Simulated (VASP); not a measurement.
Input of a VASP 6.6.1 run:

File INCAR:

```
PREC = Accurate ; ENCUT = 520
EDIFF = 1E-7 ; ISMEAR = 0
SIGMA = 0.15 ; LREAL = F
LASPH = T ; NELM = 80
ALGO = Fast ; ISIF = 2
LWAVE = F ; LCHARG = F
GGA = CA ; NBANDS = 12
```

Contents of KPOINTS:

```
Automatic mesh
0
Gamma
  22 22 22
```

File POSCAR:

```
Nb
1.0
    0.0000000000      1.8843456462      2.6644647437
    1.8843456462      0.0000000000      2.6644647437
    1.8843456462      1.8843456462      0.0000000000
Nb
1
Direct
    0.0000000000      0.0000000000      0.0000000000
```

Potentials or basis: VASP PAW LDA potentials, release 64 (Nb_sv).

Launch:

```bash
$ cat potpaw_LDA.64/Nb_sv/POTCAR > POTCAR
$ mpirun -np 1 vasp_std > vasp.out
```

Task: What does it give for the pressure?

Result: -11.0 GPa.

Stress tensor (GPa, compression positive):
```
 -5.66   0.00   0.00
  0.00  -5.66   0.00
  0.00   0.00 -21.81
```
